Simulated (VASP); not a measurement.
## Au: single point with PBE

Crystal: Au.

```
Au
1.0
     0.00000    2.01482    2.07618
     2.01482    0.00000    2.07618
     2.01482    2.01482    0.00000
Au
1
Direct
  0.00000 0.00000 0.00000
```

This cell differs from its parent crystal: strain -0.015 along x and y, +0.015 along z.

```
Program             : VASP 6.6.1
Task                : single point
Functional          : PBE
Potentials or basis : VASP PAW PBE potentials, release 64 (Au)
Cutoff              : 520 eV
k mesh              : 20 × 20 × 20
Occupations         : gaussian, width 0.15 eV
Spin                : no spin polarisation
```

The pressure is 10.6 GPa. The band gap on the k mesh is zero (an odd number of electrons rules out a gap without spin polarisation).

Stress tensor (GPa, compression positive):
```
10.96  0.00  0.00
 0.00 10.96  0.00
 0.00  0.00  9.80
```

Levels at points of the mesh, in eV from the Fermi level:
```tsv
k point	band 4	band 5	band 6	band 7	band 8	band 9
(0.00, 0.00, 0.00)	-4.66	-3.37	-3.06	14.52	18.22	18.74
(0.50, 0.00, 0.00)	-2.05	-1.93	-1.01	3.13	13.91	16.94
(0.50, 0.50, 0.00)	-1.67	-1.67	0.65	5.40	10.40	10.40
(0.50, 0.00, 0.50)	-1.76	-1.54	1.16	6.10	9.84	9.90
```

Run time: 2.2 min on 1 thread of Intel Xeon 8259CL, with other jobs on the host, peak memory 0.25 GiB.

Caveat: the cell differs from its parent crystal (strain -0.015 along x and y, +0.015 along z); the cell stands under pressure; spin-orbit coupling is left out, which moves the levels of the heavy elements.
